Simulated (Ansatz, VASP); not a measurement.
**Au in VASP and in Ansatz**

```
CELL_PARAMETERS angstrom
-1.67908 1.67908 1.67908
1.67908 -1.67908 1.67908
1.67908 1.67908 -1.67908
ATOMIC_POSITIONS crystal
Au 0.00000 0.00000 0.00000
```

Alike in both runs: task single point; functional PBE0; k mesh 6 × 6 × 6; occupations fermi-dirac, width 0.05 eV; no spin polarisation.

|  | VASP | Ansatz |
| --- | --- | --- |
| version | VASP 6.6.1 | Ansatz 0.2.0 |
| potentials or method | VASP PAW PBE potentials, release 64 (Au) | Ansatz PAW |
| plane-wave cutoff (eV) | 520 | 420 |
| valence electrons in the cell | 11 | 19 |

VASP gave:

- gap on the k mesh at the Fermi level (eV): none
- pressure (GPa): -8.6

**Question.** Which values does Ansatz return?

**Answer.** gap on the k mesh at the Fermi level (eV): none; pressure (GPa): -8.5.

A gap of «none» marks a metal or a gap that the smearing closes. With one functional, cell and mesh, what is left measures potentials, basis and numerics. VASP's potentials hold 11 valence electrons a cell and Ansatz's 19, so a difference there can come from the potentials and not from the codes.

The k mesh is coarse, so the values compare programs but aren't converged. Spin-orbit coupling is off throughout.
